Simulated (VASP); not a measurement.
Set up this calculation in VASP 6.6.1, as the native input.

- Task: single point
- Functional: LDA
- Potentials or basis: VASP PAW LDA potentials, release 64 (Zn)
- Cutoff: 520 eV
- k mesh: 20 × 20 × 20
- Occupations: gaussian, width 0.1 eV
- Spin: no spin polarisation
- Dipole correction: no
- Further INCAR settings: ALGO = Normal; EDIFF = 1e-07; NBANDS = 12

The structure of Zn lies in POSCAR:

```
Zn
1.0
   -1.5056386871      1.5056386871      1.5056386871
    1.5056386871     -1.5056386871      1.5056386871
    1.5056386871      1.5056386871     -1.5056386871
Zn
1
Direct
    0.0000000000      0.0000000000      0.0000000000
```

The input as run:

INCAR

```
  PREC = Accurate
  ENCUT = 520
  EDIFF = 1E-7
  ISMEAR = 0
  SIGMA = 0.1
  LREAL = F
  LASPH = T
  NELM = 100
  ALGO = Normal
  ISIF = 2
  LWAVE = F
  LCHARG = F
  NBANDS = 12
```

KPOINTS

```
regular mesh
0
Gamma
  20 20 20
```

Potentials or basis: VASP PAW LDA potentials, release 64 (Zn).

Command:

```console
$ cat potpaw_LDA.64/Zn/POTCAR > POTCAR
$ mpirun -np 1 vasp_std > vasp.out
```

It gave:

```yaml
Pressure: 0.6 GPa
Band_gap_on_the_k_mesh: zero (band 6 reaches 8.15 eV, above the bottom of band 7 at 3.00 eV)
```

Run time: 13 s on 1 thread of Intel(R) Xeon(R) 6975P-C (Granite Rapids), on a shared host, peak memory 0.14 GiB.
